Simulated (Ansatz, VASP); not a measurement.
One calculation of La, two programs

```xyz
1
Lattice="-2.2088 2.2088 2.1238 2.2088 -2.2088 2.1238 2.2088 2.2088 -2.1238" Properties=species:S:1:pos:R:3 pbc="T T T"
La    0.0000    0.0000    0.0000
```

Alike in both runs: functional PBEsol; k mesh 7 × 7 × 7; occupations fermi-dirac, width 0.05 eV; no spin polarisation.

|  | VASP | Ansatz |
| --- | --- | --- |
| version | VASP 6.6.1 | Ansatz 0.2.0 |
| potentials or method | VASP PAW PBE potentials, release 64 (La) | Ansatz PAW |
| plane-wave cutoff (eV) | 520 | 420 |
| valence electrons in the cell | 11 | 11 |
| task | single point | band structure |

|  | VASP | Ansatz | Ansatz less VASP |
| --- | --- | --- | --- |
| gap on the k mesh at the Fermi level (eV) | none | none | - |
| pressure (GPa) | -3.9 | -3.9 | +0.02 |
| traceless stress, the component that is largest in VASP (GPa) | -1.27 | -1.27 | -0.002 |

VASP's potentials were made for PBE, not for PBEsol. A gap of «none» marks a metal or a gap that the smearing closes.

Spin-orbit coupling is off throughout.
